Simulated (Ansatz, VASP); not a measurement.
Ga: VASP beside Ansatz

Contents of INCAR:

```
SYSTEM = Ga
PREC = Accurate
ENCUT = 520
EDIFF = 1E-6
ISMEAR = -1
SIGMA = 0.1
LREAL = .FALSE.
LASPH = .TRUE.
NELM = 100
ALGO = Normal
ISIF = 2
LWAVE = .FALSE.
LCHARG = .FALSE.
GGA = B5
ALDAX = 1.0
AGGAX = 1.0
AGGAC = 1.0
ALDAC = 0.0
NBANDS = 12
```

KPOINTS

```
regular mesh
0
G
  14 14 14
  0 0 0
```

Contents of POSCAR:

```
Ga
1.0
   -1.6895714734      1.6895714734      1.6895714734
    1.6895714734     -1.6895714734      1.6895714734
    1.6895714734      1.6895714734     -1.6895714734
Ga
1
Direct
    0.0000000000      0.0000000000      0.0000000000
```

Input for Ansatz:

```yaml
crystal:
  lattice:
    - [-1.6895714734, 1.6895714734, 1.6895714734]
    - [1.6895714734, -1.6895714734, 1.6895714734]
    - [1.6895714734, 1.6895714734, -1.6895714734]
  atoms:
    - { symbol: Ga, position: [0.0, 0.0, 0.0] }
hamiltonian:
  xc: blyp
  pseudopotentials:
    kind: paw
    azcp:
      Ga: "pseudopotentials/Ga.paw.azcp"
basis:
  ecutwfc: 420
  fft_grid_basis: typed
kpoints:
  mp_grid: { grid: [14, 14, 14], shift: [0, 0, 0] }
magnetization:
  spin_polarized: false
scf:
  occupations: { method: fermi_dirac, width: 0.1 }
  lower_state_search: "off"
output:
  stress: true
```

Alike in both runs: task single point; functional BLYP; k mesh 14 × 14 × 14; occupations fermi-dirac, width 0.1 eV; no spin polarisation.

|  | VASP | Ansatz |
| --- | --- | --- |
| version | VASP 6.6.1 | Ansatz 0.2.0 |
| potentials or method | VASP PAW PBE potentials, release 64 (Ga_d), cutoff 520 eV | plane waves (420 eV) with PAW, scalar-relativistic |
| valence electrons in the cell | 13 | 13 |

Ansatz gave:

- pressure (GPa): 5.2

Problem. Which values does VASP return?

Solution. Pressure (GPa): 5.1.

VASP's potentials were made for PBE, not for BLYP. With one functional, cell and mesh, what is left measures potentials, basis and numerics.
